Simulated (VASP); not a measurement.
# Mn (P6_3/mmc) in VASP: notebook, part 2 of 2

VASP 6.6.1.

### Step 3. Relaxation of cell and atoms, PBE, collinear spin, ferromagnetic start, target pressure 370 GPa, at which the enthalpy is minimised

This run uses another cell than the first one, of 6.61 Å³/atom.

INCAR reads:

```
  PREC = Accurate
  ENCUT = 600
  EDIFF = 1E-6
  ISMEAR = -1
  SIGMA = 0.1
  LREAL = F
  LASPH = T
  NELM = 150
  ALGO = Normal
  ISIF = 3
  LWAVE = F
  LCHARG = F
  ISPIN = 2
  MAGMOM = 3 3
  LORBIT = 11
  LMAXMIX = 4
  GGA = PE
  IBRION = 2
  NSW = 60
  EDIFFG = -0.005
  PSTRESS = 3700.0
```

KPOINTS reads:

```
Automatic mesh
0
Gamma
  21 21 11
```

POSCAR reads:

```
Mn
1.0
    2.1126261552      0.0000000000      0.0000000000
   -1.0563130776      1.8295879192      0.0000000000
    0.0000000000      0.0000000000      3.4224543715
Mn
2
Direct
    0.3333333333      0.6666666667      0.2500000000
    0.6666666667      0.3333333333      0.7500000000
```

Potentials or basis: VASP PAW PBE potentials, release 64 (Mn_pv).

On the command line:

```
$ cat potpaw_PBE.64/Mn_pv/POTCAR > POTCAR
$ mpirun -np 1 vasp_std > vasp.out
```

OUTCAR:

```text
PREC = Accurate
   ENCUT = 600
   EDIFF = 1E-6
   ISMEAR = -1
   LREAL = F
   LASPH = T
   NELM = 150
   ISIF = 3
   ISPIN = 2
   LORBIT = 11
   GGA = PE
   IBRION = 2
   NSW = 60
   EDIFFG = -0.005
   PSTRESS = 3700.0

 ion  position               nearest neighbor table
   1  0.333  0.667  0.250-   2 2.10   2 2.10   2 2.10   2 2.10   2 2.10   2 2.10   2 2.98   2 2.98
                             2 2.98   2 2.98   2 2.98   2 2.98
   2  0.667  0.333  0.750-   1 2.10   1 2.10   1 2.10   1 2.10   1 2.10   1 2.10   1 2.98   1 2.98
                             1 2.98   1 2.98   1 2.98   1 2.98

  LATTYP: Found a hexagonal cell.
 ALAT       =     2.1126261552
 C/A-ratio  =     1.6200000000

  Lattice vectors:

 A1 = (   2.1126261552,   0.0000000000,   0.0000000000)
 A2 = (  -1.0563130776,   1.8295879192,   0.0000000000)
 A3 = (   0.0000000000,   0.0000000000,   3.4224543715)

Analysis of symmetry for initial positions (statically):
=====================================================================
 Subroutine PRICEL returns:
 Original cell was already a primitive cell.

 Routine SETGRP: Setting up the symmetry group for a
 hexagonal supercell.

 Subroutine GETGRP returns: Found 24 space group operations
 (whereof 12 operations were pure point group operations)
 out of a pool of 24 trial point group operations.

The static configuration has the point symmetry D_3d.
 The point group associated with its full space group is D_6h.

Analysis of symmetry for dynamics (positions and initial velocities):
=====================================================================
 Subroutine PRICEL returns:
 Original cell was already a primitive cell.

 Routine SETGRP: Setting up the symmetry group for a
 hexagonal supercell.

 Subroutine GETGRP returns: Found 24 space group operations
 (whereof 12 operations were pure point group operations)
 out of a pool of 24 trial point group operations.

The dynamic configuration has the point symmetry D_3d.
 The point group associated with its full space group is D_6h.

Analysis of structural, dynamic, and magnetic symmetry:
=====================================================================
 Subroutine PRICEL returns:
 Original cell was already a primitive cell.

 Routine SETGRP: Setting up the symmetry group for a
 hexagonal supercell.

 Subroutine GETGRP returns: Found 24 space group operations
 (whereof 12 operations were pure point group operations)
 out of a pool of 24 trial point group operations.

The overall configuration has the point symmetry D_3d.
 The point group associated with its full space group is D_6h.

 Subroutine INISYM returns: Found 24 space group operations
 (whereof 12 operations are pure point group operations),
 and found     1 'primitive' translations

----------------------------------------------------------------------------------------

                                     Primitive cell

  volume of cell :      13.2286

  direct lattice vectors                    reciprocal lattice vectors
     2.112626155  0.000000000  0.000000000     0.473344514  0.273285582  0.000000000
[... 76 lines left out ...]
 SYSTEM =  unknown system
   PREC   = accura    normal or accurate (medium, high low for compatibility)
   ISTART =      0    job   : 0-new  1-cont  2-samecut
   ICHARG =      2    charge: 1-file 2-atom 10-const
   ISPIN  =      2    spin polarized calculation?
   LNONCOLLINEAR =      F non collinear calculations
   LSORBIT =      F    spin-orbit coupling
   LASPH  =      T    aspherical Exc in radial PAW
   ENCUT  =  600.0 eV  44.10 Ry    6.64 a.u.   4.22  4.22  6.84*2*pi/ulx,y,z
   NELM   =    150;   NELMIN=  2; NELMDL= -5     # of ELM steps
   EDIFF  = 0.1E-05   stopping-criterion for ELM
   LREAL  =      F    real-space projection
   EDIFFG = -.5E-02   stopping-criterion for IOM
   NSW    =     60    number of steps for IOM
   IBRION =      2    ionic relax: 0-MD 1-quasi-New 2-CG
   NFREE  =      1    steps in history (QN), initial steepest desc. (CG)
   ISIF   =      3    stress and relaxation
   ISYM   =      2    0-nonsym 1-usesym 2-fastsym
   POTIM  = 0.5000    time-step for ionic-motion
   TEBEG  =    0.0;   TEEND  =   0.0 temperature during run
   PSTRESS= 3700.0 pullay stress
   NELECT =      26.0000    total number of electrons
   NUPDOWN=      -1.0000    fix difference up-down
   EMIN   =  10.00;   EMAX   =-10.00  energy-range for DOS
   EFERMI =   0.00;   METHOD = LEGACY
   ISMEAR =    -1;   SIGMA  =   0.10  broadening in eV -4-tet -1-fermi 0-gaus
   EFERMI_NEDOS =   21; number of points for ismear=-14 and -15
   IALGO  =     38    algorithm
   IMIX   =      4    mixing-type and parameters
     AMIX     =   0.40;   BMIX     =  1.00
     AMIX_MAG =   1.60;   BMIX_MAG =  1.00
  volume/ion in A,a.u.               =       6.61        44.64
  Fermi-wavevector in a.u.,A,eV,Ry     =   2.050665  3.875195 57.215593  4.205227
  Thomas-Fermi vector in A             =   3.053524
   LORBIT       =     11    0 simple, 1 ext, 2 COOP (PROOUT), +10 PAW based schemes
   GGA     = PE    functional components
   LHFCALC =     F    Hartree Fock is set to
   AEXX    =    0.0000 exact exchange contribution
   IVDW    =     0    specifies the selected vdW correction
   LEPSILON=     F    determine dielectric tensor
   LRPA    =     F    only Hartree local field effects (RPA)
 conjugate gradient relaxation of ions
 spin polarized calculation
  energy-cutoff  :      600.00
  volume of cell :       13.23
 maximum number of plane-waves:       459
 NGX is ok and might be reduce to    18
   NGX =  9   NGY =  9   NGZ = 13

--------------------------------------- Ionic step        1  -------------------------------------------

 number of electron      25.9999976 magnetization      -0.0241971

 number of electron      25.9999976 magnetization       0.0000223

 Free energy of the ion-electron system (eV)
  ---------------------------------------------------
  ext. energy  EPLUGINS =         0.00000000
  ---------------------------------------------------
  free energy    TOTEN  =       -11.49622706 eV

  energy without entropy =      -11.44587029  energy(sigma->0) =      -11.47104867

------------------------ aborting loop because EDIFF is reached ----------------------------------------

  FORCE on cell =-STRESS in cart. coord.  units (eV):
  Direction    XX          YY          ZZ          XY          YZ          ZX
  --------------------------------------------------------------------------------------
  -------------------------------------------------------------------------------------
  Total       31.9614897     31.9614897     31.3244766     -0.0000000      0.0000000      0.0000000
  in kB     3871.0073209   3871.0073213   3793.8556547     -0.0000000      0.0000000      0.0000000
  external PRESSURE =     145.2900990 kB  Pullay stress =    3700.0000000 kB
[... 101 lines left out ...]
  energy  without entropy=      -11.7585230091  energy(sigma->0) =      -11.78395553

  enthalpy is  TOTEN    =        19.0472879623 eV   P V=       30.8566760075

[... ionic steps 4 to 11 ...]

--------------------------------------- Ionic step       12  -------------------------------------------

 number of electron      25.9999977 magnetization       0.0000023

 number of electron      25.9999977 magnetization      -0.0000039
[... 73 lines left out ...]
--------------------------------------- Ionic step       14  -------------------------------------------

 number of electron      25.9999977 magnetization      -0.0000009

 Free energy of the ion-electron system (eV)
  ---------------------------------------------------
  ext. energy  EPLUGINS =         0.00000000
  ---------------------------------------------------
  free energy    TOTEN  =       -11.78282173 eV

  energy without entropy =      -11.73188617  energy(sigma->0) =      -11.75735395

 E-fermi :  18.8154     XC(G=0): -17.1452

 val. band max:       18.8091550982   @ k =   0.2857   0.0476   0.2727
 cond. band min:      18.8219941068   @ k =   0.2857   0.1905   0.4545
 fundamental gap:      0.0128390086
 Fermi energy:        18.8154082998

 spin component 1

 k-point     1 :       0.0000    0.0000    0.0000
  band No.  band energies     occupation
      1     -31.3066      1.00000
      2     -28.4500      1.00000
      3     -28.4500      1.00000
      4     -28.0391      1.00000
      5     -28.0391      1.00000
      6     -27.9816      1.00000
[... 541 lines left out ...]
     19      35.0557      0.00000
     20      41.0464      0.00000

 [... further k-points ...]

 spin component 2

 k-point     1 :       0.0000    0.0000    0.0000
  band No.  band energies     occupation
      1     -31.3066      1.00000
      2     -28.4500      1.00000
      3     -28.4500      1.00000
      4     -28.0391      1.00000
      5     -28.0391      1.00000
      6     -27.9816      1.00000
[... 576 lines left out ...]
  energy  without entropy=      -11.7318861696  energy(sigma->0) =      -11.75735395

  enthalpy is  TOTEN    =        19.0466721156 eV   P V=       30.8294938474

 reached required accuracy - stopping structural energy minimisation

 total charge

# of ion       s       p       d       tot
------------------------------------------
    1        0.675   6.808   5.973  13.456
    2        0.675   6.808   5.973  13.456
--------------------------------------------------
tot          1.349  13.616  11.947  26.911

 magnetization (x)

# of ion       s       p       d       tot
------------------------------------------
    1       -0.000   0.000   0.000   0.000
    2       -0.000   0.000   0.000   0.000
--------------------------------------------------
tot         -0.000   0.000   0.000   0.000
```

CONTCAR:

```text
Mn
   1.00000000000000
     2.1232541770441049   -0.0000000000000000   -0.0000000000000000
    -1.0616270885220525    1.8387920562298028   -0.0000000000000000
    -0.0000000000000000    0.0000000000000000    3.4193270891692986
  Mn
     2
Direct
     0.3333333332999970    0.6666666667000030    0.2500000000000000
     0.6666666667000030    0.3333333332999970    0.7500000000000000

  0.00000000E+00  0.00000000E+00  0.00000000E+00
  0.00000000E+00  0.00000000E+00  0.00000000E+00
```

Wall time 7 min (1 thread of Intel Xeon 6975P-C (Granite Rapids), shared host); peak memory 0.25 GiB.

Results:

```
Free energy                                                : -11.7828 eV
Relaxed volume                                             : 6.67 Å³/atom
Relaxed cell                                               : a = 2.123 Å, b = 2.123 Å, c = 3.419 Å, α = 90.00°, β = 90.00°, γ = 120.00°
Space group after relaxing (to 0.1 Å)                      : P6_3/mmc (No. 194)
Energy change on relaxing (the run minimises the enthalpy) : -143.3 meV/atom
Ionic steps                                                : 14
Pressure after relaxing                                    : 370.0 GPa
Band gap on the k mesh                                     : zero (filled and empty bands overlap)
Net moment                                                 : 0.00 μB per cell
```

Step by step:
| step | energy change (eV) | largest force (eV/Å) | pressure (GPa) | volume (Å³) |
| --- | --- | --- | --- | --- |
| 1 | 0.0000 | 0.0000 | 384.53 | 13.23 |
| 2 | -2.3616 | 0.0000 | 263.98 | 14.41 |
| 3 | -0.3132 | 0.0000 | 368.67 | 13.36 |
| 4 | -0.2991 | 0.0000 | 369.27 | 13.36 |
| 5 | -0.2932 | 0.0000 | 369.78 | 13.35 |
| 6 | -0.2626 | 0.0000 | 371.11 | 13.34 |
| 7 | -0.2794 | 0.0000 | 370.30 | 13.35 |
| 8 | -0.2791 | 0.0000 | 370.35 | 13.35 |
| 9 | -0.2711 | 0.0000 | 370.73 | 13.34 |
| 10 | -0.2786 | 0.0000 | 370.35 | 13.35 |
| 11 | -0.3265 | 0.0000 | 367.94 | 13.37 |
| 12 | -0.2862 | 0.0000 | 370.01 | 13.35 |
| 13 | -0.2869 | 0.0000 | 369.94 | 13.35 |
| 14 | -0.2866 | 0.0000 | 369.95 | 13.35 |

Final structure:
```cif
data_structure
_symmetry_space_group_name_H-M 'P 1'
_symmetry_Int_Tables_number 1
_cell_length_a 2.1233
_cell_length_b 2.1233
_cell_length_c 3.4193
_cell_angle_alpha 90.000
_cell_angle_beta 90.000
_cell_angle_gamma 120.000
_cell_volume 13.35
loop_
_atom_site_label
_atom_site_type_symbol
_atom_site_fract_x
_atom_site_fract_y
_atom_site_fract_z
_atom_site_occupancy
Mn1 Mn 0.33333 0.66667 0.25000 1
Mn2 Mn 0.66667 0.33333 0.75000 1
```

Caveat: the cell is relaxed towards a set pressure, so the run minimises the enthalpy, not the energy; the moments typed at the start vanished in this run.

### Step 4. Relaxation of cell and atoms, PBE, collinear spin, ferromagnetic start, target pressure 370 GPa, at which the enthalpy is minimised

INCAR reads:

```
SYSTEM = Mn
ALGO = Normal
EDIFF = 1E-6
EDIFFG = -0.005
ENCUT = 600
GGA = PE
IBRION = 2
ISIF = 3
ISMEAR = -1
ISPIN = 2
LASPH = .True.
LCHARG = .False.
LMAXMIX = 4
LORBIT = 11
LREAL = .False.
LWAVE = .False.
MAGMOM = 3 3
NELM = 150
NSW = 32
PREC = Accurate
PSTRESS = 3700.0
SIGMA = 0.1
```

KPOINTS reads:

```
k-points
0
Gamma
  21 21 11
  0 0 0
```

POSCAR reads:

```
Mn
1.0
    2.1187717023      0.0000000000      0.0000000000
   -1.0593858512      1.8349101190      0.0000000000
    0.0000000000      0.0000000000      3.4095676533
Mn
2
Direct
    0.3333333333      0.6666666667      0.2500000000
    0.6666666667      0.3333333333      0.7500000000
```

On the command line:

```
$ cat potpaw_PBE.64/Mn_pv/POTCAR > POTCAR
$ mpirun -np 1 vasp_std > vasp.out
```

Wall time 15 min (1 thread of Intel Xeon 8259CL, shared host); peak memory 0.26 GiB.

The run converged. Its results:

* Free energy: -11.7826 eV
* Relaxed volume: 6.67 Å³/atom
* Relaxed cell: a = 2.123 Å, b = 2.123 Å, c = 3.420 Å, α = 90.00°, β = 90.00°, γ = 120.00°
* Space group after relaxing (to 0.1 Å): P6_3/mmc (No. 194)
* Energy change on relaxing (the run minimises the enthalpy): -110.3 meV/atom
* Ionic steps: 6
* Pressure after relaxing: 370.0 GPa
* Band gap on the k mesh: zero (filled and empty bands overlap)
* Net moment: 0.00 μB per cell

Step by step:
```tsv
step	energy change (eV)	largest force (eV/Å)	pressure (GPa)	volume (Å³)
1	0.0000	0.0000	381.17	13.26
2	-1.8741	0.0000	285.88	14.16
3	-0.2286	0.0000	369.58	13.35
4	-0.2207	0.0000	370.12	13.35
5	-0.2206	0.0000	370.00	13.35
6	-0.2207	0.0000	369.97	13.35
```

Final structure:
```xyz
2
Lattice="2.1231 0.0000 0.0000 -1.0616 1.8387 0.0000 0.0000 0.0000 3.4196" Properties=species:S:1:pos:R:3 pbc="T T T"
Mn    0.0000    1.2258    0.8549
Mn    1.0616    0.6129    2.5647
```

Levels at points of the mesh, in eV from the Fermi level:
Spin up:
```
           k point  band 11  band 12  band 13  band 14  band 15  band 16
(0.00, 0.00, 0.00)    -2.05    -1.13    -1.13    -0.16    -0.16     2.66
```
Spin down:
```csv
k point,band 9,band 10,band 11,band 12,band 13,band 14,band 15,band 16,band 17,band 18
"(0.00, 0.00, 0.00)",-2.13,-2.13,-2.05,-1.13,-1.13,-0.16,-0.16,2.66,2.93,2.93
```

Caveat: the cell is relaxed towards a set pressure, so the run minimises the enthalpy, not the energy; the moments typed at the start vanished in this run.

### Step 5. Single point, PBE, collinear spin, ferromagnetic start (6.61 Å³/atom)

This run uses another cell than the first one, of 6.61 Å³/atom.

INCAR reads:

```
PREC = Accurate
ENCUT = 680
EDIFF = 1E-6
ISMEAR = -1
SIGMA = 0.1
LREAL = False
LASPH = True
NELM = 200
ALGO = Normal
ISIF = 2
LWAVE = False
LCHARG = False
ISPIN = 2
MAGMOM = 3 3
LORBIT = 11
LMAXMIX = 4
GGA = PE
NBANDS = 26
GGA_COMPAT = False
```

KPOINTS reads:

```
Automatic mesh
0
Gamma
  21 21 11
```

POSCAR reads:

```
Mn
1.0
    2.1143959732      0.0000000000      0.0000000000
   -1.0571979866      1.8311206265      0.0000000000
    0.0000000000      0.0000000000      3.4167273588
Mn
2
Direct
    0.3333333333      0.6666666667      0.2500000000
    0.6666666667      0.3333333333      0.7500000000
```

Potentials or basis: VASP PAW PBE potentials, release 64 (Mn_sv).

On the command line:

```
$ cat potpaw_PBE.64/Mn_sv/POTCAR > POTCAR
$ mpirun -np 1 vasp_std > vasp.out
```

It took 3.4 min on 1 thread of Intel Xeon Platinum 8488C (Sapphire Rapids), shared host; peak memory 0.3 GiB.

The run converged. Its results:

```
Free energy                                           : -11.8912 eV
Pressure                                              : 370.8 GPa
Band gap on the k mesh                                : zero (filled and empty bands overlap)
Net moment                                            : 0.00 μB per cell
Valence electrons inside the program's atomic spheres : Mn 13.94
```

Stress tensor (GPa, compression positive):
```
372.48   0.00   0.00
  0.00 372.48   0.00
  0.00   0.00 367.55
```

Levels at points of the mesh, in eV from the Fermi level:
Spin up:
```tsv
k point	band 12	band 13	band 14	band 15	band 16	band 17	band 18	band 19
(0.00, 0.00, 0.00)	-2.16	-2.13	-1.16	-1.16	-0.15	-0.15	2.65	2.96
```
Spin down:
| k point | band 12 | band 13 | band 14 | band 15 | band 16 | band 17 | band 18 | band 19 |
| --- | --- | --- | --- | --- | --- | --- | --- | --- |
| (0.00, 0.00, 0.00) | -2.16 | -2.13 | -1.16 | -1.16 | -0.15 | -0.15 | 2.65 | 2.96 |

Caveat: atoms lie so close that the PAW spheres overlap strongly, which falsifies energies and pressures; the cell stands under pressure; the moments typed at the start vanished in this run.
